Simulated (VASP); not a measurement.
A run of VASP 6.6.1:

Contents of INCAR:

```
  ALGO = Normal
  EDIFF = 1E-6
  ENCUT = 520
  GGA = PE
  ISIF = 2
  ISMEAR = 0
  ISPIN = 2
  LASPH = T
  LCHARG = F
  LMAXMIX = 4
  LORBIT = 11
  LREAL = F
  LWAVE = F
  MAGMOM = 0 3 0 0 0 0
  NBANDS = 24
  NELM = 150
  PREC = Accurate
  SIGMA = 0.1
```

File KPOINTS:

```
k-points
0
Gamma
  6 6 6
```

Contents of POSCAR:

```
HfCoH4
1.0
    4.5959197200      0.0000000000      0.0000000000
   -2.2979598600      3.9801832300      0.0000000000
    0.0000000000      0.0000000000      3.4441047900
Hf Co H
1 1 4
Direct
    0.0000000000      0.0000000000      0.0000000000
    0.3333333300      0.6666666700      0.0000000000
    0.6666666700      0.3333333300      0.0000000000
    0.9962900300      0.4981450100      0.5000000000
    0.5018549900      0.4981450100      0.5000000000
    0.5018549900      0.0037099700      0.5000000000
```

Potentials or basis: VASP PAW PBE potentials, release 64 (Hf_pv, Co, H).

Command:

```sh
$ cat potpaw_PBE.64/Hf_pv/POTCAR potpaw_PBE.64/Co/POTCAR potpaw_PBE.64/H/POTCAR > POTCAR
$ mpirun -np 1 vasp_std > vasp.out
```

Hardware: 1 thread of Oxide Virtual Turin-like Processor, with other jobs on the host.

Q: Estimate the wall time of this run.

A: Run time: 2.9 min on 1 thread of Oxide Virtual Turin-like Processor, on a shared host, peak memory 0.22 GiB. Counts: scf iterations 17, k points 28.
